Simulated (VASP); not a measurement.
Zr2AlN3:

```
Zr Al N
1.0
     3.38054    0.00000    0.00000
    -1.69027    2.92764    0.00000
     0.00000    0.00000   16.22726
Zr Al N
4 2 6
Cartesian
  0.0000 1.9518 0.0000
  0.0000 1.9518 5.4091
  1.6903 0.9759 2.7045
  1.6903 0.9759 8.1136
  0.0000 1.9518 10.8182
  1.6903 0.9759 13.5227
  0.0000 1.9518 2.0555
  0.0000 1.9518 7.4645
  0.0000 1.9518 12.8736
  1.6903 0.9759 4.7600
  1.6903 0.9759 10.1691
  1.6903 0.9759 15.5782
```

```yaml
Program: VASP 6.6.1
Task: relaxation of cell and atoms
Functional: PBE
Potentials_or_basis: VASP PAW PBE potentials, release 64 (Zr_sv, Al, N)
Cutoff: 600 eV
k_mesh: 6 × 6 × 1
Occupations: gaussian, width 0.1 eV
Spin: no spin polarisation
```

At the start: pressure 11.8 GPa; volume 13.38 Å³/atom.

Task: Where does the relaxation end?

Result: Over 21 steps the energy falls by 133.6 meV/atom and the volume is 13.80 Å³/atom (+3.1 %); space group P3m1 (No. 156, to 0.1 Å) before and after.

The path:
```csv
step,energy change (eV),largest force (eV/Å),pressure (GPa),volume (Å³)
1,0.0000,3.2366,11.75,160.60
2,-0.1634,1.1663,-12.54,184.52
3,-0.6850,1.5492,-2.92,172.68
4,-0.9338,0.8714,-1.25,170.09
5,-1.0581,1.4230,1.51,166.64
6,-1.2194,1.0023,0.89,166.77
7,-1.3123,0.8763,0.29,166.97
8,-1.3911,0.7851,-0.61,167.48
9,-1.4479,0.7624,-2.05,168.37
10,-1.5056,0.7209,0.37,165.77
11,-1.5155,0.6867,1.94,164.19
12,-1.5644,0.3610,1.46,164.42
13,-1.5757,0.3095,1.23,164.56
14,-1.5761,0.2974,1.19,164.59
15,-1.5911,0.2210,-0.61,166.24
16,-1.5912,0.2145,-0.75,166.38
17,-1.5988,0.1266,-0.27,165.92
18,-1.6005,0.1497,0.11,165.57
19,-1.6021,0.0959,0.00,165.63
20,-1.6022,0.1258,-0.02,165.64
21,-1.6029,0.0381,0.00,165.62
```

Final structure:
```cif
data_structure
_symmetry_space_group_name_H-M 'P 1'
_symmetry_Int_Tables_number 1
_cell_length_a 3.3800
_cell_length_b 3.3800
_cell_length_c 16.7403
_cell_angle_alpha 90.000
_cell_angle_beta 90.000
_cell_angle_gamma 120.000
_cell_volume 165.62
loop_
_atom_site_label
_atom_site_type_symbol
_atom_site_fract_x
_atom_site_fract_y
_atom_site_fract_z
_atom_site_occupancy
Zr1 Zr 0.33333 0.66667 0.98395 1
Zr2 Zr 0.33333 0.66667 0.34261 1
Zr3 Zr 0.66667 0.33333 0.16462 1
Zr4 Zr 0.66667 0.33333 0.51758 1
Al1 Al 0.33333 0.66667 0.67988 1
Al2 Al 0.66667 0.33333 0.81931 1
N1 N 0.33333 0.66667 0.10766 1
N2 N 0.33333 0.66667 0.47347 1
N3 N 0.33333 0.66667 0.79412 1
N4 N 0.66667 0.33333 0.29050 1
N5 N 0.66667 0.33333 0.65256 1
N6 N 0.66667 0.33333 0.93375 1
```

Caveat: the k points lie up to 0.38 Å⁻¹ apart in the final cell, too coarse for converged energies and pressures of a metal.
